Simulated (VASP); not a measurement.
Set up this calculation in VASP 6.6.1, as the native input.

* Task: single point
* Functional: revPBE
* Potentials or basis: VASP PAW PBE potentials, release 64 (Sb)
* Cutoff: 520 eV
* k mesh: 8 × 8 × 8
* Occupations: fermi-dirac, width 0.05 eV
* Spin: no spin polarisation
* Dipole correction: no
* Further INCAR settings: ALGO = Normal; EDIFF = 1e-06; NBANDS = 12

The structure of Sb lies in POSCAR:

```
Sb
1.0
    2.1542000000      1.2437279499      3.7580000000
   -2.1542000000      1.2437279499      3.7580000000
    0.0000000000     -2.4874558998      3.7580000000
Sb
2
Direct
    0.7665100000      0.7665100000      0.7665100000
    0.2334900000      0.2334900000      0.2334900000
```

The input as run:

INCAR

```
ALGO     = Normal         # electronic algorithm
EDIFF    = 1E-6           # SCF threshold, eV
ENCUT    = 520            # plane-wave cutoff, eV
GGA      = RE             # functional
ISIF     = 2              # what is computed and relaxed
ISMEAR   = -1             # smearing method
LASPH    = T              # aspherical terms in the spheres
LCHARG   = T              # write CHGCAR
LELF     = T              # ELF
LREAL    = F              # projectors in reciprocal space
LVHAR    = T            
LWAVE    = F              # write WAVECAR
NBANDS   = 12             # bands
NELM     = 100            # most SCF steps
PREC     = Accurate       # precision mode
SIGMA    = 0.05           # smearing width, eV
```

KPOINTS

```
k-points
0
Gamma
  8 8 8
```

Potentials or basis: VASP PAW PBE potentials, release 64 (Sb).

Command:

```sh
$ cat potpaw_PBE.64/Sb/POTCAR > POTCAR
$ mpirun -np 1 vasp_std > vasp.out
```

It gave:

* Pressure: 3.7 GPa
* Largest force: 0.220 eV/Å
* Band gap on the k mesh: zero (band 5 reaches 7.47 eV, above the bottom of band 6 at 7.17 eV)

Caveat: the PAW data sets were made with another functional, which shifts forces and pressure a little; spin-orbit coupling is left out, which moves the levels of the heavy elements.

Wall time 17 s on 1 thread of Intel(R) Xeon(R) 6975P-C (Granite Rapids), on a shared host, peak memory 0.21 GiB.
